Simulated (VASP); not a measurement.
# SiO2 (I-42d) in VASP: further runs, part 2 of 2

VASP 6.6.1.

## (3) Single point, r2SCAN (strain +0.050 along x and y, +0.025 along z)

Contents of POSCAR:

```
SiO2
1.0
   -2.5969068771      2.5969068771      3.7477661409
    2.5969068771     -2.5969068771      3.7477661409
    2.5969068771      2.5969068771     -3.7477661409
Si O
2 4
Direct
    0.0000000000      0.0000000000      0.0000000000
    0.7500000000      0.2500000000      0.5000000000
    0.9731664718      0.6250000000      0.8481664718
    0.3750000000      0.2231664718      0.3481664718
    0.7768335282      0.1250000000      0.1518335282
    0.8750000000      0.0268335282      0.6518335282
```

Contents of INCAR.step1:

```
SYSTEM = SiO2
PREC = Accurate
ENCUT = 520
ISMEAR = 0
SIGMA = 0.05
LREAL = .FALSE.
LASPH = .TRUE.
NELM = 80
NBANDS = 25
GGA = PE
ALGO = Normal
EDIFF = 1E-4
LWAVE = .TRUE.
LCHARG = .FALSE.
```

Contents of INCAR.step2:

```
SYSTEM = SiO2
PREC = Accurate
ENCUT = 520
EDIFF = 1E-7
ISMEAR = 0
SIGMA = 0.05
LREAL = .FALSE.
LASPH = .TRUE.
NELM = 80
ALGO = Normal
ISIF = 2
LWAVE = .FALSE.
LCHARG = .FALSE.
METAGGA = R2SCAN
LMIXTAU = .TRUE.
NBANDS = 25
ISTART = 1
```

Contents of KPOINTS:

```
regular mesh
0
G
  6 6 6
  0 0 0
```

Potentials or basis: VASP PAW PBE potentials, release 64 (Si, O).

Command:

```bash
$ cat potpaw_PBE.64/Si/POTCAR potpaw_PBE.64/O/POTCAR > POTCAR
$ cp INCAR.step1 INCAR
$ mpirun -np 1 vasp_std > vasp.out
$ cp INCAR.step2 INCAR
$ mpirun -np 1 vasp_std > vasp.out
```

OUTCAR:

```text
SYSTEM = SiO2
   PREC = Accurate
   ENCUT = 520
   EDIFF = 1E-7
   ISMEAR = 0
   LREAL = .FALSE.
   LASPH = .TRUE.
   NELM = 80
   ISIF = 2
   METAGGA = R2SCAN
   ISTART = 1

 ion  position               nearest neighbor table
   1  0.000  0.000  0.000-   4 1.68   3 1.68   5 1.68   6 1.68
   2  0.750  0.250  0.500-   3 1.68   4 1.68   5 1.68   6 1.68
   3  0.973  0.625  0.848-   2 1.68   1 1.68
   4  0.375  0.223  0.348-   1 1.68   2 1.68
   5  0.777  0.125  0.152-   1 1.68   2 1.68
   6  0.875  0.027  0.652-   1 1.68   2 1.68

  LATTYP: Found a body centered tetragonal cell.
 ALAT       =     5.1938137542
 C/A-ratio  =     1.4431653957

  Lattice vectors:

 A1 = (  -2.5969068771,   2.5969068771,   3.7477661409)
 A2 = (   2.5969068771,  -2.5969068771,   3.7477661409)
 A3 = (   2.5969068771,   2.5969068771,  -3.7477661409)

Analysis of symmetry for initial positions (statically):
=====================================================================
 Subroutine PRICEL returns:
 Original cell was already a primitive cell.

[... 182 lines left out ...]
 cond. band min:       4.1951608943   @ k =   0.0000   0.0000   0.0000
 fundamental gap:      5.7926599234
 Fermi energy:        -1.3809577998

 k-point     1 :       0.0000    0.0000    0.0000
  band No.  band energies     occupation
      1     -21.1657      2.00000
      2     -19.4513      2.00000
      3     -19.4513      2.00000
      4     -19.3497      2.00000
      5     -10.5328      2.00000
      6      -6.8529      2.00000
[... 661 lines left out ...]
     24      11.3803      0.00000
     25      12.0883      0.00000

 [... further k-points ...]

------------------------ aborting loop because EDIFF is reached ----------------------------------------

  FORCE on cell =-STRESS in cart. coord.  units (eV):
  Direction    XX          YY          ZZ          XY          YZ          ZX
  --------------------------------------------------------------------------------------
  -------------------------------------------------------------------------------------
  Total      -10.5595783    -10.5595783     -9.3430107      0.0000000      0.0000000      0.0000000
  in kB     -167.3446868   -167.3446868   -148.0649286      0.0000000      0.0000000      0.0000000
  external PRESSURE =    -160.9181007 kB  Pullay stress =       0.0000000 kB

 VOLUME and BASIS-vectors are now :
 -----------------------------------------------------------------------------
  energy-cutoff  :      520.00
  volume of cell :      101.10
      direct lattice vectors                 reciprocal lattice vectors
    -2.596906877  2.596906877  3.747766141     0.000000000  0.192536746  0.133412807
     2.596906877 -2.596906877  3.747766141     0.192536746  0.000000000  0.133412807
     2.596906877  2.596906877 -3.747766141     0.192536746  0.192536746  0.000000000

 POSITION                                       TOTAL-FORCE (eV/Angst)
 -----------------------------------------------------------------------------------
      0.00000      0.00000      0.00000         0.000000     -0.000000      0.000000
      0.00000      2.59691      1.87388         0.000000     -0.000000     -0.000000
      1.29845      3.10677      2.81082         0.000000     -1.186270     -0.000000
      0.50986      1.29845      0.93694        -1.186270     -0.000000     -0.000000
     -1.29845      2.08705      2.81082         0.000000      1.186270      0.000000
     -0.50986      3.89536      0.93694         1.186270     -0.000000      0.000000
 -----------------------------------------------------------------------------------
    total drift:                               -0.000020     -0.000020     -0.000009

  FREE ENERGIE OF THE ION-ELECTRON SYSTEM (eV)
  ---------------------------------------------------
  free  energy   TOTEN  =       -58.9515169099 eV

  energy  without entropy=      -58.9515169099  energy(sigma->0) =      -58.95151691
```

OSZICAR.step1:

```text
N       E                     dE             d eps       ncg     rms          rms(c)
DAV:   1     0.182574820717E+03    0.18257E+03   -0.15638E+04  1508   0.112E+03
DAV:   2    -0.389498939556E+02   -0.22152E+03   -0.21037E+03  2030   0.265E+02
DAV:   3    -0.529485286604E+02   -0.13999E+02   -0.13922E+02  2002   0.698E+01
DAV:   4    -0.530973722133E+02   -0.14884E+00   -0.14877E+00  1798   0.823E+00
DAV:   5    -0.530992705750E+02   -0.18984E-02   -0.18978E-02  1971   0.916E-01    0.183E+01
DAV:   6    -0.470785681713E+02    0.60207E+01   -0.20215E+01  1811   0.279E+01    0.870E+00
DAV:   7    -0.471129371651E+02   -0.34369E-01   -0.61656E-01  1824   0.443E+00    0.326E+00
DAV:   8    -0.471128904664E+02    0.46699E-04   -0.27475E-02  1949   0.153E+00    0.127E+00
DAV:   9    -0.471192231031E+02   -0.63326E-02   -0.17226E-02  1642   0.104E+00    0.294E-01
DAV:  10    -0.471203777028E+02   -0.11546E-02   -0.20669E-03  1653   0.264E-01    0.857E-02
DAV:  11    -0.471202778258E+02    0.99877E-04   -0.49304E-04  1924   0.148E-01
   1 F= -.47120278E+02 E0= -.47120278E+02  d E =-.504519E-15
```

Run time: 3.3 min. Hardware: 1 thread of Intel Xeon 6975P-C (Granite Rapids), shared host; peak memory 0.27 GiB.

Results:

```
Free energy            : -58.9515 eV
Pressure               : -16.1 GPa
Largest force          : 1.186 eV/Å
Band gap on the k mesh : 5.79 eV, direct
```

Forces in eV/Å, atoms in the order of the input:
```
Si   0.000  0.000  0.000
Si   0.000  0.000  0.000
O    0.000 -1.186  0.000
O   -1.186  0.000  0.000
O    0.000  1.186  0.000
O    1.186  0.000  0.000
```

Caveat: the cell differs from its parent crystal (strain +0.050 along x and y, +0.025 along z); the PAW data sets were made with another functional, which shifts forces and pressure a little.

## (4) Single point, r2SCAN (strain +0.050 along x and y, +0.050 along z)

POSCAR, as its differences from that of step 3:

```diff
@@ -2,5 +2,5 @@
 1.0
-   -2.5969068771      2.5969068771      3.7477661409
-    2.5969068771     -2.5969068771      3.7477661409
-    2.5969068771      2.5969068771     -3.7477661409
+   -2.5969068771      2.5969068771      3.8391750711
+    2.5969068771     -2.5969068771      3.8391750711
+    2.5969068771      2.5969068771     -3.8391750711
 Si O
```

Contents of INCAR.step1:

```
SYSTEM = SiO2
ALGO     = Normal         ! electronic algorithm
EDIFF    = 1E-4           ! SCF threshold, eV
ENCUT    = 520            ! plane-wave cutoff, eV
GGA      = PE             ! functional
ISMEAR   = 0              ! smearing method
LASPH    = .True.         ! aspherical terms in the spheres
LCHARG   = .False.        ! write CHGCAR
LREAL    = .False.        ! projectors in reciprocal space
LWAVE    = .True.         ! write WAVECAR
NBANDS   = 25             ! bands
NELM     = 80             ! most SCF steps
PREC     = Accurate       ! precision mode
SIGMA    = 0.05           ! smearing width, eV
```

Contents of INCAR.step2:

```
SYSTEM = SiO2
ALGO     = Normal         ! electronic algorithm
EDIFF    = 1E-6           ! SCF threshold, eV
ENCUT    = 520            ! plane-wave cutoff, eV
ISIF     = 2              ! what is computed and relaxed
ISMEAR   = 0              ! smearing method
ISTART   = 1            
LASPH    = .True.         ! aspherical terms in the spheres
LCHARG   = .False.        ! write CHGCAR
LMIXTAU  = .True.       
LREAL    = .False.        ! projectors in reciprocal space
LWAVE    = .False.        ! write WAVECAR
METAGGA  = R2SCAN         ! meta-GGA
NBANDS   = 25             ! bands
NELM     = 80             ! most SCF steps
PREC     = Accurate       ! precision mode
SIGMA    = 0.05           ! smearing width, eV
```

Contents of KPOINTS:

```
k-points
0
Gamma
  6 6 6
  0 0 0
```

Command:

```bash
$ cat potpaw_PBE.64/Si/POTCAR potpaw_PBE.64/O/POTCAR > POTCAR
$ cp INCAR.step1 INCAR
$ mpirun -np 1 vasp_std > vasp.out
$ cp INCAR.step2 INCAR
$ mpirun -np 1 vasp_std > vasp.out
```

It took 4.3 min on 1 thread of Intel Xeon 6975P-C (Granite Rapids), shared host; peak memory 0.27 GiB.

Results (log left out):

```yaml
Free_energy: -58.7000 eV
Pressure: -18.3 GPa
Largest_force: 1.332 eV/Å
Band_gap_on_the_k_mesh: 5.59 eV, direct
```

Forces on the atoms (eV/Å):
```
Si   0.000  0.000  0.000
Si   0.000  0.000  0.000
O    0.000 -1.332  0.000
O   -1.332  0.000  0.000
O    0.000  1.332  0.000
O    1.332  0.000  0.000
```

Stress tensor (GPa, compression positive):
```
-18.36   0.00   0.00
  0.00 -18.36   0.00
  0.00   0.00 -18.19
```

Levels at points of the mesh, in eV from the valence-band top:
```tsv
k point	band 12	band 13	band 14	band 15	band 16	band 17	band 18	band 19	band 20	band 21
(0.00, 0.00, 0.00)	-1.38	-1.34	-0.80	0.00	0.00	5.59	8.97	9.92	10.44	10.44
(0.50, 0.00, 0.00)	-1.40	-1.24	-0.72	-0.41	-0.14	7.50	9.08	9.89	9.98	10.58
(0.50, 0.50, 0.00)	-1.78	-0.79	-0.79	-0.31	-0.31	8.71	8.71	9.94	9.94	11.09
(0.50, 0.50, 0.50)	-1.80	-1.30	-1.30	-0.26	-0.26	8.67	8.67	10.13	10.13	11.00
```

Caveat: the cell differs from its parent crystal (strain +0.050 along x and y, +0.050 along z); the PAW data sets were made with another functional, which shifts forces and pressure a little. A k mesh can miss the band edges.

## (5) Single point, r2SCAN (strain -0.025 along x and y, +0.050 along z)

POSCAR, as its differences from that of step 4:

```diff
@@ -2,5 +2,5 @@
 1.0
-   -2.5969068771      2.5969068771      3.8391750711
-    2.5969068771     -2.5969068771      3.8391750711
-    2.5969068771      2.5969068771     -3.8391750711
+   -2.4114135288      2.4114135288      3.8391750711
+    2.4114135288     -2.4114135288      3.8391750711
+    2.4114135288      2.4114135288     -3.8391750711
 Si O
```

Contents of INCAR.step1:

```
PREC = Accurate
ENCUT = 520
ISMEAR = 0
SIGMA = 0.05
LREAL = False
LASPH = True
NELM = 100
NBANDS = 25
GGA = PE
ALGO = Normal
EDIFF = 1E-4
LWAVE = True
LCHARG = False
```

Contents of INCAR.step2:

```
PREC = Accurate
ENCUT = 520
EDIFF = 1E-7
ISMEAR = 0
SIGMA = 0.05
LREAL = False
LASPH = True
NELM = 100
ALGO = Normal
ISIF = 2
LWAVE = False
LCHARG = False
METAGGA = R2SCAN
LMIXTAU = True
NBANDS = 25
ISTART = 1
```

Contents of KPOINTS:

```
Automatic mesh
0
Gamma
  6 6 6
```

Command:

```bash
$ cat potpaw_PBE.64/Si/POTCAR potpaw_PBE.64/O/POTCAR > POTCAR
$ cp INCAR.step1 INCAR
$ mpirun -np 1 vasp_std > vasp.out
$ cp INCAR.step2 INCAR
$ mpirun -np 1 vasp_std > vasp.out
```

Wall time 2.3 min (1 thread of Intel Xeon 6975P-C (Granite Rapids), shared host); peak memory 0.26 GiB.

The run converged. Its results:

| Quantity | Value |
| --- | --- |
| Free energy | -59.5260 eV |
| Pressure | 0.1 GPa |
| Largest force | 0.103 eV/Å |
| Band gap on the k mesh | 6.45 eV, direct |

Forces on the atoms (eV/Å):
```
Si   0.000  0.000  0.000
Si   0.000  0.000  0.000
O    0.000  0.103  0.000
O    0.103  0.000  0.000
O    0.000 -0.103  0.000
O   -0.103  0.000  0.000
```

Stress tensor (GPa, compression positive):
```
 1.70  0.00  0.00
 0.00  1.70  0.00
 0.00  0.00 -3.05
```

Levels at points of the mesh, in eV from the valence-band top:
| k point | band 14 | band 15 | band 16 | band 17 | band 18 | band 19 |
| --- | --- | --- | --- | --- | --- | --- |
| (0.00, 0.00, 0.00) | -0.83 | 0.00 | 0.00 | 6.45 | 9.56 | 11.46 |
| (0.50, 0.00, 0.00) | -0.83 | -0.59 | -0.13 | 8.95 | 9.45 | 10.46 |
| (0.50, 0.50, 0.00) | -1.03 | -0.43 | -0.43 | 9.80 | 9.80 | 11.01 |
| (0.50, 0.50, 0.50) | -1.56 | -0.23 | -0.23 | 9.41 | 9.41 | 11.01 |

Caveat: the cell differs from its parent crystal (strain -0.025 along x and y, +0.050 along z); the PAW data sets were made with another functional, which shifts forces and pressure a little.

## (6) Single point, r2SCAN (strain +0.025 along x and y, -0.050 along z)

POSCAR, as its differences from that of step 5:

```diff
@@ -2,5 +2,5 @@
 1.0
-   -2.4114135288      2.4114135288      3.8391750711
-    2.4114135288     -2.4114135288      3.8391750711
-    2.4114135288      2.4114135288     -3.8391750711
+   -2.5350757610      2.5350757610      3.4735393501
+    2.5350757610     -2.5350757610      3.4735393501
+    2.5350757610      2.5350757610     -3.4735393501
 Si O
```

Contents of INCAR.step1:

```
ALGO = Normal
EDIFF = 1E-4
ENCUT = 520
GGA = PE
ISMEAR = 0
LASPH = T
LCHARG = F
LREAL = F
LWAVE = T
NBANDS = 25
NELM = 100
PREC = Accurate
SIGMA = 0.05
```

Contents of INCAR.step2:

```
ALGO = Normal
EDIFF = 1E-6
ENCUT = 520
ISIF = 2
ISMEAR = 0
ISTART = 1
LASPH = T
LCHARG = F
LMIXTAU = T
LREAL = F
LWAVE = F
METAGGA = R2SCAN
NBANDS = 25
NELM = 100
PREC = Accurate
SIGMA = 0.05
```

Contents of KPOINTS:

```
k-points
0
Gamma
  6 6 6
```

Potentials or basis: VASP PAW PBE potentials, release 64 (Si, O).

Command:

```bash
$ cat potpaw_PBE.64/Si/POTCAR potpaw_PBE.64/O/POTCAR > POTCAR
$ cp INCAR.step1 INCAR
$ mpirun -np 1 vasp_std > vasp.out
$ cp INCAR.step2 INCAR
$ mpirun -np 1 vasp_std > vasp.out
```

OUTCAR:

```text
EDIFF = 1E-6
   ENCUT = 520
   ISIF = 2
   ISMEAR = 0
   ISTART = 1
   LASPH = T
   LREAL = F
   METAGGA = R2SCAN
   NELM = 100
   PREC = Accurate

 ion  position               nearest neighbor table
   1  0.000  0.000  0.000-   3 1.62   4 1.62   5 1.62   6 1.62   2 3.07   2 3.07   2 3.07   2 3.07

   2  0.750  0.250  0.500-   3 1.62   4 1.62   5 1.62   6 1.62   1 3.07   1 3.07   1 3.07   1 3.07

   3  0.973  0.625  0.848-   1 1.62   2 1.62
   4  0.375  0.223  0.348-   1 1.62   2 1.62
   5  0.777  0.125  0.152-   1 1.62   2 1.62
   6  0.875  0.027  0.652-   1 1.62   2 1.62

  LATTYP: Found a body centered tetragonal cell.
 ALAT       =     5.0701515220
 C/A-ratio  =     1.3701915357

  Lattice vectors:

 A1 = (  -2.5350757610,   2.5350757610,   3.4735393501)
 A2 = (   2.5350757610,  -2.5350757610,   3.4735393501)
 A3 = (   2.5350757610,   2.5350757610,  -3.4735393501)

Analysis of symmetry for initial positions (statically):
=====================================================================
[... 179 lines left out ...]
  free energy    TOTEN  =       -59.52989963 eV

  energy without entropy =      -59.52989963  energy(sigma->0) =      -59.52989963

 E-fermi :  -0.6563     XC(G=0):  -8.6274

 val. band max:       -0.8665201914   @ k =   0.0000   0.0000   0.0000
 cond. band min:       5.6794149093   @ k =   0.0000   0.0000   0.0000
 fundamental gap:      6.5459351007
 Fermi energy:        -0.6563289809

 k-point     1 :       0.0000    0.0000    0.0000
  band No.  band energies     occupation
      1     -21.0370      2.00000
      2     -19.0425      2.00000
      3     -19.0425      2.00000
      4     -18.7955      2.00000
      5     -10.0939      2.00000
      6      -6.5075      2.00000
[... 661 lines left out ...]
     24      13.1017      0.00000
     25      13.7354      0.00000

 [... further k-points ...]
[... 5 lines left out ...]
  --------------------------------------------------------------------------------------
  -------------------------------------------------------------------------------------
  Total       -0.7784048     -0.7784048      1.4088734      0.0000000      0.0000000      0.0000000
  in kB      -13.9669634    -13.9669634     25.2794980      0.0000000      0.0000000      0.0000000
  external PRESSURE =      -0.8848096 kB  Pullay stress =       0.0000000 kB

 VOLUME and BASIS-vectors are now :
 -----------------------------------------------------------------------------
  energy-cutoff  :      520.00
  volume of cell :       89.29
      direct lattice vectors                 reciprocal lattice vectors
    -2.535075761  2.535075761  3.473539350     0.000000000  0.197232764  0.143945397
     2.535075761 -2.535075761  3.473539350     0.197232764  0.000000000  0.143945397
     2.535075761  2.535075761 -3.473539350     0.197232764  0.197232764  0.000000000

 POSITION                                       TOTAL-FORCE (eV/Angst)
 -----------------------------------------------------------------------------------
      0.00000      0.00000      0.00000         0.000000      0.000000      0.000000
      0.00000      2.53508      1.73677         0.000000      0.000000      0.000000
      1.26754      3.03279      2.60515        -0.000000     -0.080377     -0.000000
      0.49772      1.26754      0.86838        -0.080377      0.000000     -0.000000
     -1.26754      2.03736      2.60515         0.000000      0.080377      0.000000
     -0.49772      3.80261      0.86838         0.080377      0.000000      0.000000
 -----------------------------------------------------------------------------------
    total drift:                                0.000003      0.000003     -0.000002

  FREE ENERGIE OF THE ION-ELECTRON SYSTEM (eV)
  ---------------------------------------------------
  free  energy   TOTEN  =       -59.5298996265 eV

  energy  without entropy=      -59.5298996265  energy(sigma->0) =      -59.52989963
```

OSZICAR.step1:

```text
N       E                     dE             d eps       ncg     rms          rms(c)
DAV:   1     0.177599508098E+03    0.17760E+03   -0.15971E+04  1500   0.113E+03
DAV:   2    -0.414516646118E+02   -0.21905E+03   -0.21021E+03  2038   0.274E+02
DAV:   3    -0.537693782059E+02   -0.12318E+02   -0.12265E+02  1997   0.662E+01
DAV:   4    -0.538909636140E+02   -0.12159E+00   -0.12154E+00  1806   0.755E+00
DAV:   5    -0.538924832101E+02   -0.15196E-02   -0.15193E-02  1994   0.831E-01    0.208E+01
DAV:   6    -0.473975481573E+02    0.64949E+01   -0.20209E+01  1771   0.286E+01    0.103E+01
DAV:   7    -0.474031065389E+02   -0.55584E-02   -0.71167E-01  1979   0.456E+00    0.359E+00
DAV:   8    -0.473938949328E+02    0.92116E-02   -0.37079E-02  1870   0.159E+00    0.140E+00
DAV:   9    -0.473989179706E+02   -0.50230E-02   -0.22845E-02  1880   0.110E+00    0.277E-01
DAV:  10    -0.474003408006E+02   -0.14228E-02   -0.18127E-03  1591   0.261E-01    0.760E-02
DAV:  11    -0.474003335624E+02    0.72381E-05   -0.40811E-04  1877   0.144E-01
   1 F= -.47400334E+02 E0= -.47400334E+02  d E =-.151636E-17
```

Wall time 2.1 min (1 thread of Intel Xeon 6975P-C (Granite Rapids), shared host); peak memory 0.26 GiB.

Results:

- Free energy: -59.5299 eV
- Pressure: -0.1 GPa
- Largest force: 0.080 eV/Å
- Band gap on the k mesh: 6.55 eV, direct

Forces in eV/Å, atoms in the order of the input:
```
Si   0.000  0.000  0.000
Si   0.000  0.000  0.000
O    0.000 -0.080  0.000
O   -0.080  0.000  0.000
O    0.000  0.080  0.000
O    0.080  0.000  0.000
```

Caveat: the cell differs from its parent crystal (strain +0.025 along x and y, -0.050 along z); the PAW data sets were made with another functional, which shifts forces and pressure a little. A k mesh can miss the band edges.

## (7) The runs side by side

| cell | gap on the mesh (eV) | pressure (GPa) | largest force (eV/Å) |
| --- | --- | --- | --- |
| a = 5.253 Å, angles 122.3, 122.3, 86.1°, 6 atoms | 5.93 | -13.5 | 0.94 |
| a = 5.247 Å, angles 120.7, 120.7, 88.8°, 6 atoms | 5.79 | -16.1 | 1.19 |
| a = 5.313 Å, angles 121.5, 121.5, 87.5°, 6 atoms | 5.59 | -18.3 | 1.33 |
| a = 5.135 Å, angles 124.0, 124.0, 83.2°, 6 atoms | 6.45 | 0.1 | 0.10 |
| a = 4.992 Å, angles 119.0, 119.0, 91.8°, 6 atoms | 6.55 | -0.1 | 0.08 |

Alike in all rows: task single point; level r2SCAN; potentials or basis VASP PAW PBE potentials, release 64 (Si, O); no spin polarisation; k mesh 6 × 6 × 6; cutoff (eV) 520; smearing gaussian 0.05 eV.

Caveats: the PAW data sets were made with another functional, which shifts forces and pressure a little.

Absolute energies hang on the potentials; compare differences alone.
